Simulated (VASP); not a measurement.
# CdTe (zincblende type) (F-43m) in VASP: further runs

The runs below take CdTe (zincblende type) through single point, relaxation of cell and atoms, with PBE.

Everything below comes from runs of VASP 6.6.1. Logs are shortened: lines on timing, memory, paths and dates and some standing lists are left out, and cuts for length are marked.

## Step 1: The cell of the first run

The structure is cubic, space group F-43m (No. 216). The conventional cell has a = 5.756 Å, b = 5.756 Å, c = 5.756 Å, α = 90.00°, β = 90.00°, γ = 90.00°. Within 3.3 Å of Cd (site symmetry -43m) lie 4 Te at 2.49 Å. Within 3.3 Å of Te (site symmetry -43m) lie 4 Cd at 2.49 Å.

## Step 2: Single point, PBE

File INCAR:

```
SYSTEM = CdTe
  ALGO = Normal
  EDIFF = 1E-6
  ENCUT = 520
  GGA = PE
  ISIF = 2
  ISMEAR = -1
  LASPH = .TRUE.
  LCHARG = .FALSE.
  LREAL = .FALSE.
  LWAVE = .FALSE.
  NBANDS = 16
  NELM = 80
  PREC = Accurate
  SIGMA = 0.05
```

File KPOINTS:

```
k-points
0
G
  12 12 12
  0 0 0
```

File POSCAR:

```
CdTe
1.0
    0.0000000000      2.8777731523      2.8777731523
    2.8777731523      0.0000000000      2.8777731523
    2.8777731523      2.8777731523      0.0000000000
Cd Te
1 1
Direct
    0.0000000000      0.0000000000      0.0000000000
    0.2500000000      0.2500000000      0.2500000000
```

Potentials or basis: VASP PAW PBE potentials, release 64 (Cd, Te).

The run is started by

```bash
$ cat potpaw_PBE.64/Cd/POTCAR potpaw_PBE.64/Te/POTCAR > POTCAR
$ mpirun -np 1 vasp_std > vasp.out
```

OUTCAR:

```text
SYSTEM = CdTe
   EDIFF = 1E-6
   ENCUT = 520
   GGA = PE
   ISIF = 2
   ISMEAR = -1
   LASPH = .TRUE.
   LREAL = .FALSE.
   NELM = 80
   PREC = Accurate

 ion  position               nearest neighbor table
   1  0.000  0.000  0.000-   2 2.49   2 2.49   2 2.49   2 2.49
   2  0.250  0.250  0.250-   1 2.49   1 2.49   1 2.49   1 2.49

  LATTYP: Found a face centered cubic cell.
 ALAT       =     5.7555463046

  Lattice vectors:

 A1 = (   0.0000000000,   2.8777731523,   2.8777731523)
 A2 = (   2.8777731523,   0.0000000000,   2.8777731523)
 A3 = (   2.8777731523,   2.8777731523,   0.0000000000)

Analysis of symmetry for initial positions (statically):
=====================================================================
 Subroutine PRICEL returns:
 Original cell was already a primitive cell.

 Routine SETGRP: Setting up the symmetry group for a
 face centered cubic supercell.

 Subroutine GETGRP returns: Found 24 space group operations
 (whereof 24 operations were pure point group operations)
 out of a pool of 48 trial point group operations.

The static configuration has the point symmetry T_d .

Analysis of symmetry for dynamics (positions and initial velocities):
=====================================================================
 Subroutine PRICEL returns:
 Original cell was already a primitive cell.

 Routine SETGRP: Setting up the symmetry group for a
 face centered cubic supercell.

 Subroutine GETGRP returns: Found 24 space group operations
 (whereof 24 operations were pure point group operations)
 out of a pool of 48 trial point group operations.

The dynamic configuration has the point symmetry T_d .

 Subroutine INISYM returns: Found 24 space group operations
 (whereof 24 operations are pure point group operations),
 and found     1 'primitive' translations

----------------------------------------------------------------------------------------

                                     Primitive cell

  volume of cell :      47.6650

  direct lattice vectors                    reciprocal lattice vectors
     0.000000000  2.877773152  2.877773152    -0.173745453  0.173745453  0.173745453
     2.877773152  0.000000000  2.877773152     0.173745453 -0.173745453  0.173745453
     2.877773152  2.877773152  0.000000000     0.173745453  0.173745453 -0.173745453

  length of vectors
     4.069785821  4.069785821  4.069785821     0.300935952  0.300935952  0.300935952

  position of ions in fractional coordinates (direct lattice)
     0.000000000  0.000000000  0.000000000
     0.250000000  0.250000000  0.250000000

  ion indices of the primitive-cell ions
   primitive index   ion index
                 1           1
                 2           2

----------------------------------------------------------------------------------------

 KPOINTS: k-points

Automatic generation of k-mesh.
 Grid dimensions read from file:
 generate k-points for:   12   12   12

 Generating k-lattice:

  Cartesian coordinates                     Fractional coordinates (reciprocal lattice)
    -0.014478788  0.014478788  0.014478788     0.083333333  0.000000000  0.000000000
     0.014478788 -0.014478788  0.014478788     0.000000000  0.083333333  0.000000000
     0.014478788  0.014478788 -0.014478788     0.000000000  0.000000000  0.083333333

  Length of vectors
     0.025077996  0.025077996  0.025077996

  Shift w.r.t. Gamma in fractional coordinates (k-lattice)
     0.000000000  0.000000000  0.000000000

 Subroutine IBZKPT returns following result:
 ===========================================

 Found     72 irreducible k-points:

 Following reciprocal coordinates:
            Coordinates               Weight
  0.000000  0.000000  0.000000      1.000000
  0.083333  0.000000  0.000000      8.000000
  0.166667  0.000000  0.000000      8.000000
  0.250000  0.000000  0.000000      8.000000
  0.333333  0.000000  0.000000      8.000000
  0.416667  0.000000  0.000000      8.000000
[... 16 lines left out ...]
  0.500000  0.166667  0.000000     24.000000
 -0.416667  0.166667  0.000000     24.000000
 [... further k-points ...]
   k-points           NKPTS =     72   k-points in BZ     NKDIM =     72   number of bands    NBANDS=     16
   number of dos      NEDOS =    301   number of ions     NIONS =      2
   total plane-waves  NPLWV =  27000
   dimension x,y,z NGX =    30 NGY =   30 NGZ =   30
   dimension x,y,z NGXF=    60 NGYF=   60 NGZF=   60
   ions per type =               1   1
   NGX,Y,Z   is equivalent  to a cutoff of  12.25, 12.25, 12.25 a.u.
   NGXF,Y,Z  is equivalent  to a cutoff of  24.51, 24.51, 24.51 a.u.
 SYSTEM =  CdTe
   PREC   = accura    normal or accurate (medium, high low for compatibility)
   ISTART =      0    job   : 0-new  1-cont  2-samecut
   ICHARG =      2    charge: 1-file 2-atom 10-const
   ISPIN  =      1    spin polarized calculation?
   LNONCOLLINEAR =      F non collinear calculations
   LSORBIT =      F    spin-orbit coupling
   LASPH  =      T    aspherical Exc in radial PAW
   ENCUT  =  520.0 eV  38.22 Ry    6.18 a.u.   7.57  7.57  7.57*2*pi/ulx,y,z
   NELM   =     80;   NELMIN=  2; NELMDL= -5     # of ELM steps
   EDIFF  = 0.1E-05   stopping-criterion for ELM
   LREAL  =      F    real-space projection
   EDIFFG = 0.1E-04   stopping-criterion for IOM
   NSW    =      0    number of steps for IOM
   IBRION =     -1    ionic relax: 0-MD 1-quasi-New 2-CG
   NFREE  =      0    steps in history (QN), initial steepest desc. (CG)
   ISIF   =      2    stress and relaxation
   ISYM   =      2    0-nonsym 1-usesym 2-fastsym
   POTIM  = 0.5000    time-step for ionic-motion
   TEBEG  =    0.0;   TEEND  =   0.0 temperature during run
   PSTRESS=    0.0 pullay stress
   NELECT =      18.0000    total number of electrons
   NUPDOWN=      -1.0000    fix difference up-down
   EMIN   =  10.00;   EMAX   =-10.00  energy-range for DOS
   EFERMI =   0.00;   METHOD = LEGACY
   ISMEAR =    -1;   SIGMA  =   0.05  broadening in eV -4-tet -1-fermi 0-gaus
   EFERMI_NEDOS =   21; number of points for ismear=-14 and -15
   IALGO  =     38    algorithm
   IMIX   =      4    mixing-type and parameters
     AMIX     =   0.40;   BMIX     =  1.00
     AMIX_MAG =   1.60;   BMIX_MAG =  1.00
  volume/ion in A,a.u.               =      23.83       160.83
  Fermi-wavevector in a.u.,A,eV,Ry     =   1.183312  2.236135 19.051235  1.400226
  Thomas-Fermi vector in A             =   2.319548
   LORBIT       =      0    0 simple, 1 ext, 2 COOP (PROOUT), +10 PAW based schemes
   GGA     = PE    functional components
   LHFCALC =     F    Hartree Fock is set to
   AEXX    =    0.0000 exact exchange contribution
   IVDW    =     0    specifies the selected vdW correction
   LEPSILON=     F    determine dielectric tensor
   LRPA    =     F    only Hartree local field effects (RPA)
 non-spin polarized calculation
  energy-cutoff  :      520.00
  volume of cell :       47.67
 maximum number of plane-waves:      1304
   NGX = 15   NGY = 15   NGZ = 15

 number of electron      18.0000008 magnetization

 Free energy of the ion-electron system (eV)
  ---------------------------------------------------
  ext. energy  EPLUGINS =         0.00000000
  ---------------------------------------------------
  free energy    TOTEN  =        -2.70143775 eV

  energy without entropy =       -2.70143775  energy(sigma->0) =       -2.70143775

 E-fermi :   7.2407     XC(G=0): -10.2693

 val. band max:        6.4674456335   @ k =   0.0000   0.0000   0.0000
 cond. band min:       8.0254851060   @ k =   0.5000   0.5000   0.0000
 fundamental gap:      1.5580394726
 Fermi energy:         7.2406698385

 k-point     1 :       0.0000    0.0000    0.0000
  band No.  band energies     occupation
      1      -7.5170      2.00000
      2      -3.8610      2.00000
      3      -3.8610      2.00000
      4      -3.8610      2.00000
      5      -3.2406      2.00000
      6      -3.2406      2.00000
[... 8 lines left out ...]
     15      16.2999      0.00000
     16      16.2999      0.00000

 k-point     2 :       0.0833    0.0000    0.0000
  band No.  band energies     occupation
      1      -7.4635      2.00000
      2      -3.8485      2.00000
      3      -3.8485      2.00000
      4      -3.8399      2.00000
      5      -3.2427      2.00000
      6      -3.2427      2.00000
[... 8 lines left out ...]
     15      15.4039      0.00000
     16      15.4039      0.00000

 k-point     3 :       0.1667    0.0000    0.0000
  band No.  band energies     occupation
      1      -7.3154      2.00000
      2      -3.8157      2.00000
      3      -3.8157      2.00000
      4      -3.7622      2.00000
      5      -3.2468      2.00000
      6      -3.2468      2.00000
[... 8 lines left out ...]
     15      14.8610      0.00000
     16      14.8610      0.00000

 k-point     4 :       0.2500    0.0000    0.0000
  band No.  band energies     occupation
      1      -7.1101      2.00000
      2      -3.7748      2.00000
      3      -3.7748      2.00000
      4      -3.5874      2.00000
      5      -3.2467      2.00000
      6      -3.2467      2.00000
[... 8 lines left out ...]
     15      14.9037      0.00000
     16      14.9037      0.00000

 k-point     5 :       0.3333    0.0000    0.0000
  band No.  band energies     occupation
      1      -6.9053      2.00000
      2      -3.7401      2.00000
      3      -3.7401      2.00000
      4      -3.2676      2.00000
      5      -3.2385      2.00000
      6      -3.2385      2.00000
[... 8 lines left out ...]
     15      15.5796      0.00000
     16      15.5796      0.00000

 k-point     6 :       0.4167    0.0000    0.0000
  band No.  band energies     occupation
      1      -6.7595      2.00000
      2      -3.7195      2.00000
      3      -3.7195      2.00000
      4      -3.2261      2.00000
      5      -3.2261      2.00000
      6      -2.8100      2.00000
[... 8 lines left out ...]
     15      16.6354      0.00000
     16      16.6354      0.00000
[... 267 lines left out ...]
 k-point    21 :       0.3333    0.1667    0.0000
  band No.  band energies     occupation
      1      -6.9083      2.00000
      2      -3.7291      2.00000
      3      -3.6815      2.00000
      4      -3.5109      2.00000
      5      -3.2113      2.00000
      6      -3.1933      2.00000
[... 8 lines left out ...]
     15      16.5040      0.00000
     16      16.6928      0.00000

 k-point    22 :       0.4167    0.1667    0.0000
  band No.  band energies     occupation
      1      -6.7452      2.00000
      2      -3.7058      2.00000
      3      -3.6540      2.00000
      4      -3.3758      2.00000
      5      -3.2084      2.00000
      6      -2.9246      2.00000
[... 8 lines left out ...]
     15      17.1431      0.00000
     16      17.4795      0.00000

 k-point    23 :       0.5000    0.1667    0.0000
  band No.  band energies     occupation
      1      -6.6478      2.00000
      2      -3.6940      2.00000
      3      -3.6451      2.00000
      4      -3.3091      2.00000
      5      -3.2153      2.00000
      6      -2.5095      2.00000
[... 8 lines left out ...]
     15      17.5381      0.00000
     16      17.5842      0.00000

 k-point    24 :      -0.4167    0.1667    0.0000
  band No.  band energies     occupation
      1      -6.6358      2.00000
      2      -3.6900      2.00000
      3      -3.6530      2.00000
      4      -3.2746      2.00000
      5      -3.2350      2.00000
      6      -2.4115      2.00000
[... 8 lines left out ...]
     15      16.3384      0.00000
     16      16.8527      0.00000

 [... further k-points ...]
[... 5 lines left out ...]
  --------------------------------------------------------------------------------------
  -------------------------------------------------------------------------------------
  Total       12.0462926     12.0462926     12.0462926      0.0000000     -0.0000000      0.0000000
  in kB      404.9154276    404.9154276    404.9154276      0.0000000     -0.0000000      0.0000000
  external PRESSURE =     404.9154276 kB  Pullay stress =       0.0000000 kB

 VOLUME and BASIS-vectors are now :
 -----------------------------------------------------------------------------
  energy-cutoff  :      520.00
  volume of cell :       47.67
      direct lattice vectors                 reciprocal lattice vectors
     0.000000000  2.877773152  2.877773152    -0.173745453  0.173745453  0.173745453
     2.877773152  0.000000000  2.877773152     0.173745453 -0.173745453  0.173745453
     2.877773152  2.877773152  0.000000000     0.173745453  0.173745453 -0.173745453

 POSITION                                       TOTAL-FORCE (eV/Angst)
 -----------------------------------------------------------------------------------
      0.00000      0.00000      0.00000         0.000000      0.000000      0.000000
      1.43889      1.43889      1.43889        -0.000000     -0.000000     -0.000000
 -----------------------------------------------------------------------------------
    total drift:                               -0.000000     -0.000000     -0.000000

  FREE ENERGIE OF THE ION-ELECTRON SYSTEM (eV)
  ---------------------------------------------------
  free  energy   TOTEN  =        -2.7014377533 eV

  energy  without entropy=       -2.7014377515  energy(sigma->0) =       -2.70143775
```

It took 23 s on 1 thread of Intel Xeon 6975P-C (Granite Rapids), shared host; peak memory 0.2 GiB.

Results:

```
Free energy            : -2.7014 eV
Pressure               : 40.5 GPa
Band gap on the k mesh : 1.56 eV (least direct gap 1.87 eV)
```

Levels at points of the mesh, in eV from the valence-band top:
| k point | band 6 | band 7 | band 8 | band 9 | band 10 | band 11 | band 12 | band 13 |
| --- | --- | --- | --- | --- | --- | --- | --- | --- |
| (0.00, 0.00, 0.00) | -9.71 | 0.00 | 0.00 | 0.00 | 1.87 | 4.08 | 4.08 | 4.08 |
| (0.50, 0.00, 0.00) | -8.97 | -7.07 | -1.50 | -1.50 | 2.06 | 4.78 | 4.78 | 6.63 |
| (0.50, 0.50, 0.00) | -8.68 | -6.42 | -3.49 | -3.49 | 1.56 | 2.13 | 10.90 | 10.90 |

Caveat: the cell stands under pressure; spin-orbit coupling is left out, which moves the levels of the heavy elements. A k mesh can miss the band edges.

[end of part 1 of 2]
